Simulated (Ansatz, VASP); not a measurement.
## Two plane-wave programs on Rb

Contents of INCAR:

```
SYSTEM = Rb
PREC = Accurate
ENCUT = 520
EDIFF = 1E-7
ISMEAR = -1
SIGMA = 0.1
LREAL = .FALSE.
LASPH = .TRUE.
NELM = 80
ALGO = Normal
ISIF = 2
LWAVE = .FALSE.
LCHARG = .FALSE.
GGA = RP
NBANDS = 20
```

Contents of KPOINTS:

```
Automatic mesh
0
G
  5 5 7
  0 0 0
```

Contents of POSCAR:

```
Rb
1.0
    8.4791854560      0.0000000000      0.0000000000
   -4.2395927280      7.3431900083      0.0000000000
    0.0000000000      0.0000000000      5.0743002939
Rb
3
Direct
    1.0000000000      1.0000000000      0.0000000000
    0.3333333333      0.6666666667      0.5000000000
    0.6666666667      0.3333333333      0.5000000000
```

Input for Ansatz:

```yaml
crystal:
  lattice:
    - [8.479185456, 0.0, 0.0]
    - [-4.239592728, 7.3431900083, 0.0]
    - [0.0, 0.0, 5.0743002939]
  atoms:
    - { symbol: Rb, position: [1.0, 1.0, 0.0] }
    - { symbol: Rb, position: [0.3333333333, 0.6666666667, 0.5] }
    - { symbol: Rb, position: [0.6666666667, 0.3333333333, 0.5] }
hamiltonian:
  xc: rpbe
  pseudopotentials:
    kind: paw
    azcp:
      Rb: "pseudopotentials/Rb.paw.azcp"
basis:
  ecutwfc: 420
  fft_grid_basis: typed
kpoints:
  mp_grid: { grid: [5, 5, 7], shift: [0, 0, 0] }
magnetization:
  spin_polarized: false
scf:
  occupations: { method: fermi_dirac, width: 0.1 }
  lower_state_search: "off"
output:
  stress: true
  write_density: true
  write_potential: true
  elf: true
  volumetric_format: npy
```

Alike in both runs: task single point; functional RPBE; k mesh 5 × 5 × 7; occupations fermi-dirac, width 0.1 eV; no spin polarisation.

```csv
,VASP,Ansatz
version,VASP 6.6.1,Ansatz 0.2.0
potentials or method,"VASP PAW PBE potentials, release 64 (Rb_sv), cutoff 520 eV","plane waves (420 eV) with PAW, scalar-relativistic"
valence electrons in the cell,27,27
```

```csv
,VASP,Ansatz,Ansatz less VASP
pressure (GPa),-0.1,-0.1,0.00
```

VASP's potentials were made for PBE, not for RPBE.
